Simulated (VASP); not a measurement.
Crystal: Si3N4.

```
Si N
1.0
     7.61400    0.00000    0.00000
    -3.80700    6.59392    0.00000
     0.00000    0.00000    2.91230
Si N
6 8
Direct
  0.17990 0.77330 0.25000
  0.40660 0.17990 0.75000
  0.22670 0.40660 0.25000
  0.82010 0.22670 0.75000
  0.59340 0.82010 0.25000
  0.77330 0.59340 0.75000
  0.33333 0.66667 0.25000
  0.66667 0.33333 0.75000
  0.33560 0.03300 0.25000
  0.30260 0.33560 0.75000
  0.96700 0.30260 0.25000
  0.66440 0.96700 0.75000
  0.69740 0.66440 0.25000
  0.03300 0.69740 0.75000
```

| Property | Result |
| --- | --- |
| Program | VASP 6.6.1 |
| Task | relaxation of the atoms |
| Functional | PBE |
| Potentials or basis | VASP PAW PBE potentials, release 64 (Si, N) |
| Cutoff | 520 eV |
| k mesh | 4 × 4 × 9 |
| Occupations | fermi-dirac, width 0.02 eV |
| Spin | no spin polarisation |

At the start: pressure 4.5 GPa; volume 10.44 Å³/atom.

Q: How do energy, volume and symmetry change on relaxing?

A: Over 11 steps the energy falls by 6.6 meV/atom at a fixed cell; space group P6_3/m (No. 176, to 0.1 Å) before and after.

Step by step:
```csv
step,energy change (eV),largest force (eV/Å),pressure (GPa)
1,0.0000,0.5443,4.49
2,-0.0234,0.7985,4.59
3,-0.0486,0.4447,4.48
4,-0.0817,0.1728,4.38
5,-0.0836,0.2178,4.36
6,-0.0841,0.2582,4.27
7,-0.0874,0.0625,4.30
8,-0.0890,0.0529,4.26
9,-0.0921,0.0247,4.12
10,-0.0904,0.0462,3.83
11,-0.0927,0.0061,4.02
```

Final structure:
```xyz
14
Lattice="7.6140 0.0000 0.0000 -3.8070 6.5939 0.0000 0.0000 0.0000 2.9123" Properties=species:S:1:pos:R:3 pbc="T T T"
Si   -1.5984    5.0638    0.7281
Si    2.4294    1.1477    2.1842
Si    0.2208    2.6777    0.7281
Si    5.4054    1.5301    2.1842
Si    1.3776    5.4463    0.7281
Si    3.5862    3.9162    2.1842
N     0.0000    4.3959    0.7281
N     3.8070    2.1980    2.1842
N     2.3970    0.1976    0.7281
N     1.0274    2.1747    2.1842
N     6.2444    1.9770    0.7281
N     1.4100    6.3963    2.1842
N     2.7796    4.4193    0.7281
N    -2.4374    4.6169    2.1842
```
